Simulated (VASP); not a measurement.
**TaBi (zincblende type): relaxation of cell and atoms with PBE**

Crystal: TaBi (zincblende type).

```
CELL_PARAMETERS angstrom
0.00000 2.46477 2.46477
2.46477 0.00000 2.46477
2.46477 2.46477 0.00000
ATOMIC_POSITIONS crystal
Ta 0.00000 0.00000 0.00000
Bi 0.25000 0.25000 0.25000
```

| Property | Result |
| --- | --- |
| Program | VASP 6.6.1 |
| Task | relaxation of cell and atoms |
| Functional | PBE |
| Potentials or basis | VASP PAW PBE potentials, release 64 (Ta_pv, Bi_d) |
| Cutoff | 600 eV |
| k mesh | 13 × 13 × 13 |
| Occupations | fermi-dirac, width 0.1 eV |
| Spin | no spin polarisation |
| Target pressure | 200 GPa |
| Dipole correction | no |
| Further INCAR settings | ALGO = Normal; EDIFF = 1e-07; IBRION = 2; EDIFFG = -0.005; NSW = 60; ISIF = 3 |

| Item | Value |
| --- | --- |
| Relaxed volume | 16.77 Å³/atom |
| Relaxed cell | a = 3.620 Å, b = 3.620 Å, c = 3.620 Å, α = 60.00°, β = 60.00°, γ = 60.00° |
| Space group after relaxing (to 0.05 Å) | F-43m (No. 216) |
| Energy change on relaxing (the enthalpy is what falls) | -2736.3 meV/atom |
| Ionic steps | 5 |
| Pressure after relaxing | 200.0 GPa |
| Band gap on the k mesh | zero (band 13 reaches 12.63 eV, above the bottom of band 14 at 11.96 eV) |

Step by step:
| step | energy change (eV) | largest force (eV/Å) | pressure (GPa) | volume (Å³) |
| --- | --- | --- | --- | --- |
| 1 | 0.0000 | 0.0000 | 293.94 | 29.95 |
| 2 | -16.2477 | 0.0000 | -8.75 | 86.39 |
| 3 | -8.8369 | 0.0000 | 144.13 | 36.71 |
| 4 | -5.7194 | 0.0000 | 195.87 | 33.75 |
| 5 | -5.4727 | 0.0000 | 200.02 | 33.55 |

Final structure:
```cif
data_structure
_symmetry_space_group_name_H-M 'P 1'
_symmetry_Int_Tables_number 1
_cell_length_a 3.6201
_cell_length_b 3.6201
_cell_length_c 3.6201
_cell_angle_alpha 60.000
_cell_angle_beta 60.000
_cell_angle_gamma 60.000
_cell_volume 33.55
loop_
_atom_site_label
_atom_site_type_symbol
_atom_site_fract_x
_atom_site_fract_y
_atom_site_fract_z
_atom_site_occupancy
Ta1 Ta 0.00000 0.00000 0.00000 1
Bi1 Bi 0.25000 0.25000 0.25000 1
```

Levels at points of the mesh, in eV from the Fermi level:
```
           k point  band 10  band 11  band 12  band 13  band 14  band 15  band 16  band 17
(0.00, 0.00, 0.00)    -4.60    -4.60    -4.60     0.26     0.26     4.19     7.90     7.90
```

Run time: 2.1 min on 1 thread of Intel(R) Xeon(R) 6975P-C (Granite Rapids), on a shared host, peak memory 0.21 GiB.

Caveat: the cell is relaxed towards a set pressure, so the enthalpy falls and the energy may rise; spin-orbit coupling is left out, which moves the levels of the heavy elements.
